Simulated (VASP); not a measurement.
# RbCl (Fm-3m) in VASP: settings compared

Aim: see how the results for RbCl move with the level of theory and the settings. Levels: PBE-based global hybrid, HSE06. Tasks: single point.

Everything below comes from runs of VASP 6.6.1. Logs are shortened: lines on timing, memory, paths and dates and some standing lists are left out, and cuts for length are marked.

**1. The cell of the first run**

It takes space group Fm-3m (No. 225, cubic). Conventional cell: a = 6.611 Å, b = 6.611 Å, c = 6.611 Å, α = 90.00°, β = 90.00°, γ = 90.00°. Within 4.3 Å of Rb (site symmetry m-3m) lie 6 Cl at 3.31 Å. Cl (site symmetry m-3m) has 6 Rb at 3.31 Å within 4.3 Å.

**2. Single point, PBE-based global hybrid**

POSCAR

```
RbCl
1.0
    0.0000000000      3.3057264139      3.3057264139
    3.3057264139      0.0000000000      3.3057264139
    3.3057264139      3.3057264139      0.0000000000
Rb Cl
1 1
Direct
    0.0000000000      0.0000000000      0.0000000000
    0.5000000000      0.5000000000      0.5000000000
```

INCAR.step1

```
SYSTEM = RbCl
ALGO = Normal
EDIFF = 1E-5
ENCUT = 400
GGA = PE
GGA_COMPAT = .False.
ISIF = 2
ISMEAR = 0
LASPH = .True.
LCHARG = .False.
LREAL = .False.
LWAVE = .True.
NBANDS = 15
NELM = 120
PREC = Accurate
SIGMA = 0.01
```

INCAR.step2

```
SYSTEM = RbCl
AEXX = 1.0
AGGAC = 1.0
ALDAC = 1.0
ALGO = Normal
EDIFF = 1E-6
ENCUT = 400
GGA = PE
GGA_COMPAT = .False.
ISIF = 2
ISMEAR = 0
ISTART = 1
LASPH = .True.
LCHARG = .False.
LHFCALC = .True.
LREAL = .False.
LWAVE = .False.
NBANDS = 15
NELM = 120
PREC = Accurate
PRECFOCK = Normal
SIGMA = 0.01
```

KPOINTS

```
k-points
0
Gamma
  4 4 4
  0 0 0
```

Potentials or basis: VASP PAW PBE potentials, release 64 (Rb_sv, Cl).

On the command line:

```sh
cat potpaw_PBE.64/Rb_sv/POTCAR potpaw_PBE.64/Cl/POTCAR > POTCAR
cp INCAR.step1 INCAR
mpirun -np 1 vasp_std > vasp.out
cp INCAR.step2 INCAR
mpirun -np 1 vasp_std > vasp.out
```

OUTCAR:

```text
SYSTEM = RbCl
   AEXX = 1.0
   EDIFF = 1E-6
   ENCUT = 400
   GGA = PE
   ISIF = 2
   ISMEAR = 0
   ISTART = 1
   LASPH = .True.
   LHFCALC = .True.
   LREAL = .False.
   NELM = 120
   PREC = Accurate
   PRECFOCK = Normal

 ion  position               nearest neighbor table
   1  0.000  0.000  0.000-   2 3.31   2 3.31   2 3.31   2 3.31   2 3.31   2 3.31
   2  0.500  0.500  0.500-   1 3.31   1 3.31   1 3.31   1 3.31   1 3.31   1 3.31

  LATTYP: Found a face centered cubic cell.
 ALAT       =     6.6114528278

  Lattice vectors:

 A1 = (   0.0000000000,   3.3057264139,   3.3057264139)
 A2 = (   3.3057264139,   0.0000000000,   3.3057264139)
 A3 = (   3.3057264139,   3.3057264139,   0.0000000000)

Analysis of symmetry for initial positions (statically):
=====================================================================
 Subroutine PRICEL returns:
 Original cell was already a primitive cell.

 Routine SETGRP: Setting up the symmetry group for a
 face centered cubic supercell.

 Subroutine GETGRP returns: Found 48 space group operations
 (whereof 48 operations were pure point group operations)
 out of a pool of 48 trial point group operations.

The static configuration has the point symmetry O_h .

Analysis of symmetry for dynamics (positions and initial velocities):
=====================================================================
 Subroutine PRICEL returns:
 Original cell was already a primitive cell.

 Routine SETGRP: Setting up the symmetry group for a
 face centered cubic supercell.

 Subroutine GETGRP returns: Found 48 space group operations
 (whereof 48 operations were pure point group operations)
 out of a pool of 48 trial point group operations.

The dynamic configuration has the point symmetry O_h .

 Subroutine INISYM returns: Found 48 space group operations
 (whereof 48 operations are pure point group operations),
 and found     1 'primitive' translations

----------------------------------------------------------------------------------------

                                     Primitive cell

  volume of cell :      72.2488

  direct lattice vectors                    reciprocal lattice vectors
     0.000000000  3.305726414  3.305726414    -0.151252686  0.151252686  0.151252686
     3.305726414  0.000000000  3.305726414     0.151252686 -0.151252686  0.151252686
     3.305726414  3.305726414  0.000000000     0.151252686  0.151252686 -0.151252686

  length of vectors
     4.675003128  4.675003128  4.675003128     0.261977337  0.261977337  0.261977337

  position of ions in fractional coordinates (direct lattice)
     0.000000000  0.000000000  0.000000000
     0.500000000  0.500000000  0.500000000

  ion indices of the primitive-cell ions
   primitive index   ion index
                 1           1
                 2           2

----------------------------------------------------------------------------------------

 KPOINTS: k-points

Automatic generation of k-mesh.
 Grid dimensions read from file:
 generate k-points for:    4    4    4

 Generating k-lattice:

  Cartesian coordinates                     Fractional coordinates (reciprocal lattice)
    -0.037813172  0.037813172  0.037813172     0.250000000  0.000000000  0.000000000
     0.037813172 -0.037813172  0.037813172     0.000000000  0.250000000  0.000000000
     0.037813172  0.037813172 -0.037813172     0.000000000  0.000000000  0.250000000

  Length of vectors
     0.065494334  0.065494334  0.065494334

  Shift w.r.t. Gamma in fractional coordinates (k-lattice)
     0.000000000  0.000000000  0.000000000

 Subroutine IBZKPT returns following result:
 ===========================================

 Found      8 irreducible k-points:

 Following reciprocal coordinates:
            Coordinates               Weight
  0.000000  0.000000  0.000000      1.000000
  0.250000  0.000000  0.000000      8.000000
  0.500000  0.000000  0.000000      4.000000
  0.250000  0.250000  0.000000      6.000000
  0.500000  0.250000  0.000000     24.000000
 -0.250000  0.250000  0.000000     12.000000
  0.500000  0.500000  0.000000      3.000000
 -0.250000  0.500000  0.250000      6.000000
   k-points           NKPTS =      8   k-points in BZ     NKDIM =     64   number of bands    NBANDS=     15
   number of dos      NEDOS =    301   number of ions     NIONS =      2
   total plane-waves  NPLWV =  27000
   dimension x,y,z NGX =    30 NGY =   30 NGZ =   30
   dimension x,y,z NGXF=    60 NGYF=   60 NGZF=   60
   ions per type =               1   1
   NGX,Y,Z   is equivalent  to a cutoff of  10.67, 10.67, 10.67 a.u.
   NGXF,Y,Z  is equivalent  to a cutoff of  21.34, 21.34, 21.34 a.u.
 SYSTEM =  RbCl
   PREC   = accura    normal or accurate (medium, high low for compatibility)
   ISTART =      1    job   : 0-new  1-cont  2-samecut
   ICHARG =      0    charge: 1-file 2-atom 10-const
   ISPIN  =      1    spin polarized calculation?
   LNONCOLLINEAR =      F non collinear calculations
   LSORBIT =      F    spin-orbit coupling
   LASPH  =      T    aspherical Exc in radial PAW
   ENCUT  =  400.0 eV  29.40 Ry    5.42 a.u.   7.62  7.62  7.62*2*pi/ulx,y,z
   NELM   =    120;   NELMIN=  2; NELMDL=  0     # of ELM steps
   EDIFF  = 0.1E-05   stopping-criterion for ELM
   LREAL  =      F    real-space projection
   EDIFFG = 0.1E-04   stopping-criterion for IOM
   NSW    =      0    number of steps for IOM
   IBRION =     -1    ionic relax: 0-MD 1-quasi-New 2-CG
   NFREE  =      0    steps in history (QN), initial steepest desc. (CG)
   ISIF   =      2    stress and relaxation
   ISYM   =      3    0-nonsym 1-usesym 2-fastsym
   POTIM  = 0.5000    time-step for ionic-motion
   TEBEG  =    0.0;   TEEND  =   0.0 temperature during run
   PSTRESS=    0.0 pullay stress
   NELECT =      16.0000    total number of electrons
   NUPDOWN=      -1.0000    fix difference up-down
   EMIN   =  10.00;   EMAX   =-10.00  energy-range for DOS
   EFERMI =   0.00;   METHOD = LEGACY
   ISMEAR =     0;   SIGMA  =   0.01  broadening in eV -4-tet -1-fermi 0-gaus
   EFERMI_NEDOS =   21; number of points for ismear=-14 and -15
   IALGO  =     38    algorithm
   IMIX   =      1    mixing-type and parameters
     AMIX     =   0.40;   BMIX     =  1.00
     AMIX_MAG =   1.60;   BMIX_MAG =  1.00
  volume/ion in A,a.u.               =      36.12       243.78
  Fermi-wavevector in a.u.,A,eV,Ry     =   0.990462  1.871702 13.347525  0.981015
  Thomas-Fermi vector in A             =   2.122134
   LORBIT       =      0    0 simple, 1 ext, 2 COOP (PROOUT), +10 PAW based schemes
   GGA     = PE    functional components
   LHFCALC =     T    Hartree Fock is set to
   PRECFOCK=normal    Normal, Fast or Accurate (Low or Medium for compatibility)
   ENCUT4O =  -1.0   cutoff for four orbital integrals eV
   NKREDX  =     1    reduce k-point grid by
   NKREDY  =     1    reduce k-point grid by
   NKREDZ  =     1    reduce k-point grid by
   AEXX    =    1.0000 exact exchange contribution
   HFSCREEN=    0.0000 screening length (either q_TF or 0.3 A-1)
   HFSCREENC=   0.0000 screening length for correlation (either q_TF or 0.3 A-1)
   ENCUTFOCK=  -1.0 apply spherical cutoff to Coloumb kernel
   IVDW    =     0    specifies the selected vdW correction
   LEPSILON=     F    determine dielectric tensor
   LRPA    =     F    only Hartree local field effects (RPA)
 non-spin polarized calculation
 Gauss-broadening in eV      SIGMA  =   0.01
  energy-cutoff  :      400.00
  volume of cell :       72.25
 maximum number of plane-waves:      1363
  NGX = 24; NGY = 24; NGZ = 24

 number of electron      16.0000002 magnetization

 Free energy of the ion-electron system (eV)
  ---------------------------------------------------
  ext. energy  EPLUGINS =         0.00000000
  ---------------------------------------------------
  free energy    TOTEN  =       -13.30675143 eV

  energy without entropy =      -13.30675143  energy(sigma->0) =      -13.30675143

 E-fermi :  -7.5343     XC(G=0):  -1.0699

 val. band max:       -7.6575053760   @ k =   0.0000   0.0000   0.0000
 cond. band min:       5.7104850201   @ k =   0.0000   0.0000   0.0000
 fundamental gap:     13.3679903962
 Fermi energy:        -7.5343389251

 k-point     1 :       0.0000    0.0000    0.0000
  band No.  band energies     occupation
      1     -37.7579      2.00000
      2     -24.1898      2.00000
      3     -17.1368      2.00000
      4     -17.1368      2.00000
      5     -17.1368      2.00000
      6      -7.6575      2.00000
      7      -7.6575      2.00000
      8      -7.6575      2.00000
      9       5.7105      0.00000
     10       9.2195      0.00000
     11       9.2195      0.00000
     12       9.2195      0.00000
     13      10.5652      0.00000
     14      10.5652      0.00000
     15      12.5195      0.00000

 k-point     2 :       0.2500    0.0000    0.0000
  band No.  band energies     occupation
      1     -37.7474      2.00000
      2     -24.2112      2.00000
      3     -17.1343      2.00000
      4     -17.1343      2.00000
      5     -17.1116      2.00000
      6      -8.1507      2.00000
      7      -7.8516      2.00000
      8      -7.8516      2.00000
      9       7.0298      0.00000
     10       8.7297      0.00000
     11      10.1045      0.00000
     12      10.1045      0.00000
     13      11.5688      0.00000
     14      11.5688      0.00000
     15      15.1149      0.00000

 k-point     3 :       0.5000    0.0000    0.0000
  band No.  band energies     occupation
      1     -37.7368      2.00000
      2     -24.2324      2.00000
      3     -17.1315      2.00000
      4     -17.1315      2.00000
      5     -17.0865      2.00000
      6      -8.5917      2.00000
      7      -8.0382      2.00000
      8      -8.0382      2.00000
      9       8.4009      0.00000
     10       9.0097      0.00000
     11      11.9368      0.00000
     12      11.9368      0.00000
     13      12.6787      0.00000
     14      12.6787      0.00000
     15      14.1504      0.00000

 k-point     4 :       0.2500    0.2500    0.0000
  band No.  band energies     occupation
      1     -37.7442      2.00000
      2     -24.1897      2.00000
      3     -17.1955      2.00000
      4     -17.1955      2.00000
      5     -17.1340      2.00000
      6      -8.2351      2.00000
      7      -7.7345      2.00000
      8      -7.7345      2.00000
      9       7.2163      0.00000
     10       7.7488      0.00000
     11      10.9956      0.00000
     12      10.9956      0.00000
     13      11.1809      0.00000
     14      11.9326      0.00000
     15      15.5543      0.00000

 k-point     5 :       0.5000    0.2500    0.0000
  band No.  band energies     occupation
      1     -37.7341      2.00000
      2     -24.1816      2.00000
      3     -17.2796      2.00000
      4     -17.1948      2.00000
      5     -17.1800      2.00000
      6      -8.2435      2.00000
      7      -7.9788      2.00000
      8      -7.9085      2.00000
      9       7.9024      0.00000
     10       8.9031      0.00000
     11      11.3077      0.00000
     12      11.8088      0.00000
     13      12.3836      0.00000
     14      12.9563      0.00000
     15      13.8608      0.00000

 k-point     6 :      -0.2500    0.2500    0.0000
  band No.  band energies     occupation
      1     -37.7372      2.00000
      2     -24.2035      2.00000
      3     -17.2694      2.00000
      4     -17.1334      2.00000
      5     -17.1035      2.00000
      6      -8.3953      2.00000
      7      -8.0226      2.00000
      8      -7.8481      2.00000
      9       8.2409      0.00000
     10       8.6443      0.00000
     11      10.9221      0.00000
     12      11.1541      0.00000
     13      11.8298      0.00000
     14      13.3373      0.00000
     15      14.1070      0.00000

 k-point     7 :       0.5000    0.5000    0.0000
  band No.  band energies     occupation
      1     -37.7313      2.00000
      2     -24.1298      2.00000
      3     -17.4366      2.00000
      4     -17.2565      2.00000
      5     -17.2565      2.00000
      6      -8.0247      2.00000
      7      -7.7797      2.00000
      8      -7.7797      2.00000
      9       6.9341      0.00000
     10       9.3804      0.00000
     11      10.5880      0.00000
     12      12.0318      0.00000
     13      12.3842      0.00000
     14      13.9978      0.00000
     15      13.9978      0.00000

 k-point     8 :      -0.2500    0.5000    0.2500
  band No.  band energies     occupation
      1     -37.7309      2.00000
      2     -24.1589      2.00000
      3     -17.3456      2.00000
      4     -17.3456      2.00000
      5     -17.1067      2.00000
      6      -8.1552      2.00000
      7      -7.9241      2.00000
      8      -7.9241      2.00000
      9       8.5462      0.00000
     10       8.5462      0.00000
     11      10.8386      0.00000
     12      11.0202      0.00000
     13      13.8376      0.00000
     14      14.0854      0.00000
     15      14.1088      0.00000

------------------------ aborting loop because EDIFF is reached ----------------------------------------

  FORCE on cell =-STRESS in cart. coord.  units (eV):
  Direction    XX          YY          ZZ          XY          YZ          ZX
  --------------------------------------------------------------------------------------
  -------------------------------------------------------------------------------------
  Total       -0.3264915     -0.3264915     -0.3264915      0.0000000     -0.0000000      0.0000000
  in kB       -7.2402186     -7.2402186     -7.2402186      0.0000000     -0.0000000      0.0000000
  external PRESSURE =      -7.2402186 kB  Pullay stress =       0.0000000 kB

 VOLUME and BASIS-vectors are now :
 -----------------------------------------------------------------------------
  energy-cutoff  :      400.00
  volume of cell :       72.25
      direct lattice vectors                 reciprocal lattice vectors
     0.000000000  3.305726414  3.305726414    -0.151252686  0.151252686  0.151252686
     3.305726414  0.000000000  3.305726414     0.151252686 -0.151252686  0.151252686
     3.305726414  3.305726414  0.000000000     0.151252686  0.151252686 -0.151252686

 POSITION                                       TOTAL-FORCE (eV/Angst)
 -----------------------------------------------------------------------------------
      0.00000      0.00000      0.00000        -0.000000     -0.000000     -0.000000
      3.30573      3.30573      3.30573         0.000000      0.000000      0.000000
 -----------------------------------------------------------------------------------
    total drift:                                0.000000     -0.000000      0.000000

  FREE ENERGIE OF THE ION-ELECTRON SYSTEM (eV)
  ---------------------------------------------------
  free  energy   TOTEN  =       -13.3067514317 eV

  energy  without entropy=      -13.3067514317  energy(sigma->0) =      -13.30675143
```

It took 4.2 min on 1 thread of Intel Xeon Platinum 8488C (Sapphire Rapids), shared host; peak memory 0.17 GiB.

What came out:

* Free energy: -13.3068 eV
* Pressure: -0.7 GPa
* Band gap on the k mesh: 13.37 eV, direct

Caveat: the PAW data sets were made with another functional, which shifts forces and pressure a little.

**3. Single point, HSE06**

POSCAR is that of step 2.

INCAR.step1

```
PREC     = Accurate       # precision mode
ENCUT    = 400            # plane-wave cutoff, eV
EDIFF    = 1E-5           # SCF threshold, eV
ISMEAR   = 0              # smearing method
SIGMA    = 0.01           # smearing width, eV
LREAL    = F              # projectors in reciprocal space
LASPH    = T              # aspherical terms in the spheres
NELM     = 120            # most SCF steps
ALGO     = Normal         # electronic algorithm
ISIF     = 2              # what is computed and relaxed
LWAVE    = T              # write WAVECAR
LCHARG   = F              # write CHGCAR
GGA      = PE             # functional
NBANDS   = 15             # bands
GGA_COMPAT= F
```

INCAR.step2

```
PREC     = Accurate       # precision mode
ENCUT    = 400            # plane-wave cutoff, eV
EDIFF    = 1E-6           # SCF threshold, eV
ISMEAR   = 0              # smearing method
SIGMA    = 0.01           # smearing width, eV
LREAL    = F              # projectors in reciprocal space
LASPH    = T              # aspherical terms in the spheres
NELM     = 120            # most SCF steps
ALGO     = Normal         # electronic algorithm
ISIF     = 2              # what is computed and relaxed
LWAVE    = F              # write WAVECAR
LCHARG   = F              # write CHGCAR
GGA      = PE             # functional
LHFCALC  = T              # exact exchange
HFSCREEN = 0.2079         # screening, 1/A
PRECFOCK = Normal       
ISTART   = 1            
NBANDS   = 15             # bands
GGA_COMPAT= F
```

KPOINTS

```
regular mesh
0
Gamma
  4 4 4
```

Potentials or basis: VASP PAW PBE potentials, release 64 (Rb_sv, Cl).

On the command line:

```sh
cat potpaw_PBE.64/Rb_sv/POTCAR potpaw_PBE.64/Cl/POTCAR > POTCAR
cp INCAR.step1 INCAR
mpirun -np 1 vasp_std > vasp.out
cp INCAR.step2 INCAR
mpirun -np 1 vasp_std > vasp.out
```

It took 3.2 min on 1 thread of Intel Xeon Platinum 8488C (Sapphire Rapids), shared host; peak memory 0.27 GiB.

The run converged. Its results:

* Free energy: -7.7416 eV
* Pressure: 0.3 GPa
* Band gap on the k mesh: 6.25 eV, direct

Levels at points of the mesh, in eV from the valence-band top:
```csv
k point,band 5,band 6,band 7,band 8,band 9,band 10,band 11,band 12
"(0.00, 0.00, 0.00)",-8.40,0.00,0.00,0.00,6.25,9.39,9.39,9.39
"(0.50, 0.00, 0.00)",-8.37,-0.86,-0.34,-0.34,8.99,9.31,11.66,11.66
"(0.50, 0.50, 0.00)",-8.50,-0.34,-0.11,-0.11,7.50,9.45,11.00,11.63
```

Caveat: the PAW data sets were made with another functional, which shifts forces and pressure a little.
